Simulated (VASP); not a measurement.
# Te2Mo in VASP: single point with PBE+D3(BJ)

Aim: the single point of Te2Mo with PBE+D3(BJ).

Everything below comes from runs of VASP 6.6.1. Logs are shortened: lines on timing, memory, paths and dates and some standing lists are left out, and cuts for length are marked.

### 1 The cell of the first run

The cell holds a slab with vacuum, 6 atoms: a = 3.504 Å, b = 3.504 Å, c = 24.768 Å, α = 90.00°, β = 90.00°, γ = 120.00°.

### 2 Single point, PBE+D3(BJ)

INCAR

```
SYSTEM = Te2Mo
ALGO = Normal ; DIPOL = 0.5 0.5 0.406
EDIFF = 1E-7 ; ENCUT = 520
GGA = PE ; IDIPOL = 3
ISIF = 2 ; ISMEAR = 0
IVDW = 12 ; LASPH = .True.
LCHARG = .False. ; LDIPOL = .True.
LREAL = .False. ; LWAVE = .False.
NBANDS = 35 ; NELM = 60
PREC = Accurate ; SIGMA = 0.05
```

KPOINTS

```
k-points
0
Gamma
  9 9 1
  0 0 0
```

POSCAR

```
Te2Mo
1.0
    3.5038816881      0.0000000000      0.0000000000
   -1.7519408440      3.0344505538      0.0000000000
    0.0000000000      0.0000000000     24.7677198395
Te Mo
4 2
Direct
    0.3333333333      0.6666666667      0.1816881017
    0.3333333333      0.6666666667      0.3284056818
    0.3333333333      1.1666666667      0.4830424438
    0.3333333333      1.1666666667      0.6297600240
    0.6666666667      0.3333333333      0.2550468917
    0.6666666667      0.8333333333      0.5564012339
```

Potentials or basis: VASP PAW PBE potentials, release 64 (Te, Mo_sv).

The run is started by

```bash
cat potpaw_PBE.64/Te/POTCAR potpaw_PBE.64/Mo_sv/POTCAR > POTCAR
mpirun -np 1 vasp_std > vasp.out
```

OUTCAR:

```text
SYSTEM = Te2Mo
   EDIFF = 1E-7
   ENCUT = 520
   GGA = PE
   ISIF = 2
   ISMEAR = 0
   IVDW = 12
   LASPH = .True.
   LREAL = .False.
   NELM = 60
   PREC = Accurate
 IVDW          = 12

 ion  position               nearest neighbor table
   1  0.333  0.667  0.182-   5 2.72   5 2.72   5 2.72   2 3.63
   2  0.333  0.667  0.328-   5 2.72   5 2.72   5 2.72   1 3.63
   3  0.333  0.167  0.483-   6 2.72   6 2.72   6 2.72   4 3.63
   4  0.333  0.167  0.630-   6 2.72   6 2.72   6 2.72   3 3.63
   5  0.667  0.333  0.255-   1 2.72   1 2.72   1 2.72   2 2.72   2 2.72   2 2.72
   6  0.667  0.833  0.556-   3 2.72   4 2.72   3 2.72   4 2.72   3 2.72   4 2.72

  LATTYP: Found a hexagonal cell.
 ALAT       =     3.5038816881
 C/A-ratio  =     7.0686518679

  Lattice vectors:

 A1 = (   3.5038816881,   0.0000000000,   0.0000000000)
 A2 = (  -1.7519408440,   3.0344505538,   0.0000000000)
 A3 = (   0.0000000000,   0.0000000000,  24.7677198395)

Analysis of symmetry for initial positions (statically):
=====================================================================
 Subroutine PRICEL returns:
 Original cell was already a primitive cell.

 Routine SETGRP: Setting up the symmetry group for a
 hexagonal supercell.

 Subroutine GETGRP returns: Found  4 space group operations
 (whereof  2 operations were pure point group operations)
 out of a pool of 24 trial point group operations.

The static configuration has the point symmetry C_1h.
 The point group associated with its full space group is C_2v.

Analysis of symmetry for dynamics (positions and initial velocities):
=====================================================================
 Subroutine PRICEL returns:
 Original cell was already a primitive cell.

 Routine SETGRP: Setting up the symmetry group for a
 hexagonal supercell.

 Subroutine GETGRP returns: Found  4 space group operations
 (whereof  2 operations were pure point group operations)
 out of a pool of 24 trial point group operations.

The dynamic configuration has the point symmetry C_1h.
 The point group associated with its full space group is C_2v.

 Subroutine INISYM returns: Found  4 space group operations
 (whereof  2 operations are pure point group operations),
 and found     1 'primitive' translations

----------------------------------------------------------------------------------------

                                     Primitive cell

  volume of cell :     263.3392

  direct lattice vectors                    reciprocal lattice vectors
     3.503881688  0.000000000  0.000000000     0.285397764  0.164774476  0.000000000
    -1.751940844  3.034450554  0.000000000     0.000000000  0.329548952  0.000000000
     0.000000000  0.000000000 24.767719839     0.000000000  0.000000000  0.040375134

  length of vectors
     3.503881688  3.503881688 24.767719839     0.329548952  0.329548952  0.040375134

  position of ions in fractional coordinates (direct lattice)
     0.333333333  0.666666667  0.181688102
     0.333333333  0.666666667  0.328405682
     0.333333333  0.166666667  0.483042444
     0.333333333  0.166666667  0.629760024
     0.666666667  0.333333333  0.255046892
     0.666666667  0.833333333  0.556401234

  ion indices of the primitive-cell ions
   primitive index   ion index
                 1           1
                 2           2
                 3           3
                 4           4
                 5           5
                 6           6

----------------------------------------------------------------------------------------

 KPOINTS: k-points

Automatic generation of k-mesh.
 Grid dimensions read from file:
 generate k-points for:    9    9    1

 Generating k-lattice:

  Cartesian coordinates                     Fractional coordinates (reciprocal lattice)
     0.031710863  0.018308275  0.000000000     0.111111111  0.000000000  0.000000000
     0.000000000  0.036616550  0.000000000     0.000000000  0.111111111  0.000000000
     0.000000000  0.000000000  0.040375134     0.000000000  0.000000000  1.000000000

  Length of vectors
     0.036616550  0.036616550  0.040375134

  Shift w.r.t. Gamma in fractional coordinates (k-lattice)
     0.000000000  0.000000000  0.000000000

 Subroutine IBZKPT returns following result:
 ===========================================

 Found     25 irreducible k-points:

 Following reciprocal coordinates:
            Coordinates               Weight
  0.000000  0.000000  0.000000      1.000000
  0.111111  0.000000  0.000000      2.000000
  0.000000  0.111111  0.000000      4.000000
  0.222222 -0.000000  0.000000      2.000000
  0.000000  0.222222  0.000000      4.000000
  0.333333  0.000000  0.000000      2.000000
[... 16 lines left out ...]
 -0.222222 -0.444444  0.000000      4.000000
  0.444444  0.333333  0.000000      4.000000
   k-points           NKPTS =     25   k-points in BZ     NKDIM =     25   number of bands    NBANDS=     35
   number of dos      NEDOS =    301   number of ions     NIONS =      6
   total plane-waves  NPLWV = 150528
   dimension x,y,z NGX =    28 NGY =   28 NGZ =  192
   dimension x,y,z NGXF=    56 NGYF=   56 NGZF=  384
   ions per type =               4   2
   NGX,Y,Z   is equivalent  to a cutoff of  13.28, 13.28, 12.89 a.u.
   NGXF,Y,Z  is equivalent  to a cutoff of  26.57, 26.57, 25.77 a.u.
 SYSTEM =  Te2Mo
   PREC   = accura    normal or accurate (medium, high low for compatibility)
   ISTART =      0    job   : 0-new  1-cont  2-samecut
   ICHARG =      2    charge: 1-file 2-atom 10-const
   ISPIN  =      1    spin polarized calculation?
   LNONCOLLINEAR =      F non collinear calculations
   LSORBIT =      F    spin-orbit coupling
   LASPH  =      T    aspherical Exc in radial PAW
   ENCUT  =  520.0 eV  38.22 Ry    6.18 a.u.   6.51  6.51 46.05*2*pi/ulx,y,z
   NELM   =     60;   NELMIN=  2; NELMDL= -5     # of ELM steps
   EDIFF  = 0.1E-06   stopping-criterion for ELM
   LREAL  =      F    real-space projection
   EDIFFG = 0.1E-05   stopping-criterion for IOM
   NSW    =      0    number of steps for IOM
   IBRION =     -1    ionic relax: 0-MD 1-quasi-New 2-CG
   NFREE  =      0    steps in history (QN), initial steepest desc. (CG)
   ISIF   =      2    stress and relaxation
   ISYM   =      2    0-nonsym 1-usesym 2-fastsym
   POTIM  = 0.5000    time-step for ionic-motion
   TEBEG  =    0.0;   TEEND  =   0.0 temperature during run
   PSTRESS=    0.0 pullay stress
   NELECT =      52.0000    total number of electrons
   NUPDOWN=      -1.0000    fix difference up-down
   EMIN   =  10.00;   EMAX   =-10.00  energy-range for DOS
   EFERMI =   0.00;   METHOD = LEGACY
   ISMEAR =     0;   SIGMA  =   0.05  broadening in eV -4-tet -1-fermi 0-gaus
   EFERMI_NEDOS =   21; number of points for ismear=-14 and -15
   IALGO  =     38    algorithm
   IMIX   =      4    mixing-type and parameters
     AMIX     =   0.40;   BMIX     =  1.00
     AMIX_MAG =   1.60;   BMIX_MAG =  1.00
  volume/ion in A,a.u.               =      43.89       296.18
  Fermi-wavevector in a.u.,A,eV,Ry     =   0.953317  1.801508 12.365161  0.908814
  Thomas-Fermi vector in A             =   2.081961
   LORBIT       =      0    0 simple, 1 ext, 2 COOP (PROOUT), +10 PAW based schemes
   GGA     = PE    functional components
   LHFCALC =     F    Hartree Fock is set to
   AEXX    =    0.0000 exact exchange contribution
   IVDW    =    12    specifies the selected vdW correction
   LEPSILON=     F    determine dielectric tensor
   LRPA    =     F    only Hartree local field effects (RPA)
 non-spin polarized calculation
 Gauss-broadening in eV      SIGMA  =   0.05
  energy-cutoff  :      520.00
  volume of cell :      263.34
 maximum number of plane-waves:      7173
 NGX is ok and might be reduce to    28
   NGX = 13   NGY = 13   NGZ = 93

 dipolmoment           0.000000      0.000000      0.000033 electrons x Angstroem

 number of electron      51.9999999 magnetization

 dipolmoment           0.000000      0.000000     -0.000001 electrons x Angstroem

 Free energy of the ion-electron system (eV)
  ---------------------------------------------------
  ext. energy  EPLUGINS =         0.00000000
  ---------------------------------------------------
  free energy    TOTEN  =       -36.01121049 eV

  energy without entropy =      -36.01121049  energy(sigma->0) =      -36.01121049

 E-fermi :   2.8930     XC(G=0):  -6.4396

 val. band max:        2.4757341305   @ k =   0.3333   0.3333   0.0000
 cond. band min:       3.6229045463   @ k =   0.2222   0.2222   0.0000
 fundamental gap:      1.1471704158
 Fermi energy:         2.8930296213

 k-point     1 :       0.0000    0.0000    0.0000
  band No.  band energies     occupation
      1     -58.1861      2.00000
      2     -58.1861      2.00000
      3     -32.3631      2.00000
      4     -32.3631      2.00000
      5     -32.2192      2.00000
      6     -32.2191      2.00000
[... 27 lines left out ...]
     34       5.9977      0.00000
     35       6.6485      0.00000

 k-point     2 :       0.1111    0.0000    0.0000
  band No.  band energies     occupation
      1     -58.1849      2.00000
      2     -58.1849      2.00000
      3     -32.3596      2.00000
      4     -32.3596      2.00000
      5     -32.2346      2.00000
      6     -32.2346      2.00000
[... 27 lines left out ...]
     34       5.8504      0.00000
     35       6.8890      0.00000

 k-point     3 :       0.0000    0.1111    0.0000
  band No.  band energies     occupation
      1     -58.1849      2.00000
      2     -58.1849      2.00000
      3     -32.3596      2.00000
      4     -32.3596      2.00000
      5     -32.2350      2.00000
      6     -32.2350      2.00000
[... 27 lines left out ...]
     34       5.7978      0.00000
     35       6.8915      0.00000
[... 723 lines left out ...]
 k-point    23 :      -0.2222   -0.4444    0.0000
  band No.  band energies     occupation
      1     -58.1751      2.00000
      2     -58.1751      2.00000
      3     -32.3338      2.00000
      4     -32.3338      2.00000
      5     -32.3312      2.00000
      6     -32.3312      2.00000
[... 27 lines left out ...]
     34       6.3411      0.00000
     35       7.2533      0.00000

 k-point    24 :       0.4444    0.3333    0.0000
  band No.  band energies     occupation
      1     -58.1751      2.00000
      2     -58.1751      2.00000
      3     -32.3338      2.00000
      4     -32.3338      2.00000
      5     -32.3311      2.00000
      6     -32.3311      2.00000
[... 27 lines left out ...]
     34       6.3969      0.00000
     35       7.2522      0.00000

 [... further k-points ...]

------------------------ aborting loop because EDIFF is reached ----------------------------------------

 vacuum level on the upper side and lower side of the slab       (xc-potential included)        -0.108        -0.106

 Edisp (eV)   -2.72005

 E8    (eV) :    -1.2874

  FORCE on cell =-STRESS in cart. coord.  units (eV):
  Direction    XX          YY          ZZ          XY          YZ          ZX
  --------------------------------------------------------------------------------------
  -------------------------------------------------------------------------------------
  Total      -0.23945    -0.16544    -0.59690    -0.06409     0.00000     0.00000
  in kB      -1.45683    -1.00658    -3.63161    -0.38993     0.00000     0.00000
  external pressure =       -2.03 kB  Pullay stress =        0.00 kB

 VOLUME and BASIS-vectors are now :
 -----------------------------------------------------------------------------
  energy-cutoff  :      520.00
  volume of cell :      263.34
      direct lattice vectors                 reciprocal lattice vectors
     3.503881688  0.000000000  0.000000000     0.285397764  0.164774476  0.000000000
    -1.751940844  3.034450554  0.000000000     0.000000000  0.329548952  0.000000000
     0.000000000  0.000000000 24.767719839     0.000000000  0.000000000  0.040375134

 POSITION                                       TOTAL-FORCE (eV/Angst)
 -----------------------------------------------------------------------------------
     -0.00000      2.02297      4.50000         0.001569      0.000906     -0.001814
     -0.00000      2.02297      8.13386        -0.001759     -0.001016      0.109832
      0.87597      0.50574     11.96386        -0.001759     -0.001016     -0.109832
      0.87597      0.50574     15.59772         0.001569      0.000906      0.001814
      1.75194      1.01148      6.31693         0.000190      0.000110      0.018629
      0.87597      2.52871     13.78079         0.000190      0.000110     -0.018629
 -----------------------------------------------------------------------------------
    total drift:                                0.000500      0.000289      0.000002

  FREE ENERGIE OF THE ION-ELECTRON SYSTEM (eV)
  ---------------------------------------------------
  free  energy   TOTEN  =       -38.7312563096 eV

  energy  without entropy=      -38.7312563096  energy(sigma->0) =      -38.73125631

 vacuum level on the upper side and lower side of the slab         7.210         7.213
```

Run time: 3.3 min. Hardware: 1 thread of Intel Xeon 6975P-C (Granite Rapids), shared host; peak memory 0.47 GiB.

Results:

| Item | Value |
| --- | --- |
| Free energy | -38.7313 eV |
| Largest force | 0.110 eV/Å |
| Band gap on the k mesh | 1.15 eV, indirect (least direct gap 1.17 eV) |
| Dispersion energy per atom | -0.453 eV |

Forces on the atoms (eV/Å):
```
Te   0.002  0.001 -0.002
Te  -0.002 -0.001  0.110
Te  -0.002 -0.001 -0.110
Te   0.002  0.001  0.002
Mo   0.000  0.000  0.019
Mo   0.000  0.000 -0.019
```

Levels at points of the mesh, in eV from the valence-band top:
| k point | band 24 | band 25 | band 26 | band 27 | band 28 | band 29 |
| --- | --- | --- | --- | --- | --- | --- |
| (0.00, 0.00, 0.00) | -0.83 | -0.71 | -0.25 | 3.14 | 3.18 | 3.21 |

Caveat: spin-orbit coupling is left out, which moves the levels of the heavy elements.
